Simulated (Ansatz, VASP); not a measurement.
## One calculation of La, two programs

```
La
1.0
     3.47820    0.00000    0.00000
    -1.73910    3.01221    0.00000
     0.00000    0.00000   13.11610
La
4
Direct
  0.00000 0.00000 0.00000
  0.00000 0.00000 0.50000
  0.33333 0.66667 0.25000
  0.66667 0.33333 0.75000
```

Alike in both runs: task single point; functional PBEsol; k mesh 12 × 12 × 4; occupations gaussian, width 0.15 eV; no spin polarisation.

|  | VASP | Ansatz |
| --- | --- | --- |
| version | VASP 6.6.1 | Ansatz 0.2.0 |
| potentials or method | VASP PAW PBE potentials, release 64 (La), cutoff 520 eV | scalar-relativistic, plane waves, PAW |
| valence electrons in the cell | 44 | 44 |

```tsv
	VASP	Ansatz	Ansatz less VASP
gap on the k mesh at the Fermi level (eV)	none	none	-
pressure (GPa)	0.1	0.0	-0.07
traceless stress, the component that is largest in VASP (GPa)	-3.93	-3.89	+0.038
```

VASP's potentials were made for PBE, not for PBEsol. A gap of «none» marks a metal or a gap that the smearing closes.

Spin-orbit coupling is off throughout.
